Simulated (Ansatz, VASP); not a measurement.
**One calculation of Si, two programs**

```xyz
2
Lattice="2.5147 0.0000 0.0000 0.0000 4.3033 0.0000 0.0000 0.0000 2.4245" Properties=species:S:1:pos:R:3 pbc="T T T"
Si    1.2574    2.1516    0.2350
Si    0.0000    0.0000    2.1895
```

Alike in both runs: task relaxation of cell and atoms; functional PBE; k mesh 6 × 4 × 8; occupations gaussian, width 0.1 eV; no spin polarisation.

```csv
,VASP,Ansatz
version,VASP 6.6.1,Ansatz 0.2.0
potentials or method,"VASP PAW PBE potentials, release 64 (Si), cutoff 500 eV","scalar-relativistic, plane waves, PAW"
valence electrons in the cell,8,8
```

|  | VASP | Ansatz | Ansatz less VASP |
| --- | --- | --- | --- |
| gap on the k mesh at the Fermi level, each at its own relaxed structure (eV) | none | none | - |
| relaxed volume (Å³/atom) | 14.93 | 14.94 | +0.010 |
| relaxed length of the cell vector where the two differ most in proportion (Å) | 4.635 | 4.639 | +0.0039 |

A gap of «none» marks a metal or a gap that the smearing closes.

The k mesh is coarse, so the values compare programs but aren't converged.
